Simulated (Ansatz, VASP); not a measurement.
# One calculation of ZnS, two programs

File INCAR:

```
PREC = Accurate
ENCUT = 500
EDIFF = 1E-6
ISMEAR = -1
SIGMA = 0.08
LREAL = False
LASPH = True
NELM = 120
ALGO = Normal
ISIF = 2
LWAVE = False
LCHARG = True
LELF = True
LVHAR = True
NBANDS = 16
GGA_COMPAT = False
```

The input KPOINTS:

```
regular mesh
0
Gamma
  16 16 16
```

File POSCAR:

```
ZnS
1.0
    0.0000000000      2.2256894064      2.2256894064
    2.2256894064      0.0000000000      2.2256894064
    2.2256894064      2.2256894064      0.0000000000
Zn S
1 1
Direct
    0.0000000000      0.0000000000      0.0000000000
    0.5000000000      0.5000000000      0.5000000000
```

Input for Ansatz:

```yaml
crystal:
  lattice:
    - [0.0, 2.2256894064, 2.2256894064]
    - [2.2256894064, 0.0, 2.2256894064]
    - [2.2256894064, 2.2256894064, 0.0]
  atoms:
    - { symbol: Zn, position: [0.0, 0.0, 0.0] }
    - { symbol: S, position: [0.5, 0.5, 0.5] }
kpoints:
  mp_grid: { grid: [16, 16, 16] }
scf:
  occupations: { method: fermi_dirac, width: 0.08 }
hamiltonian:
  xc: lda
  pseudopotentials: { kind: paw }
output:
  forces: true
  stress: true
  eigenvalues: true
  populations: true
```

Change from the starting cell: volume scaled by 0.72, PAW files.

Alike in both runs: task single point; functional LDA; k mesh 16 × 16 × 16; occupations fermi-dirac, width 0.08 eV; no spin polarisation.

|  | VASP | Ansatz |
| --- | --- | --- |
| version | VASP 6.6.1 | Ansatz 0.2.0 |
| potentials or method | VASP PAW LDA potentials, release 64 (Zn, S) | PAW with Ansatz's default frozen-core files, scalar-relativistic |
| plane-wave cutoff (eV) | 500 | 420 |
| valence electrons in the cell | 18 | 18 |

Ansatz gave:

```
pressure (GPa) : 73.6
```

Task: Estimate VASP's values.

Result: Pressure (GPa): 74.9.

LDA's correlation is that of Perdew and Zunger in VASP and of Perdew and Wang (1992) in Ansatz. Both programs put the cell under a high pressure, so it lies far from rest at this level.

Noted on VASP's run: the cell as given lies far from equilibrium.
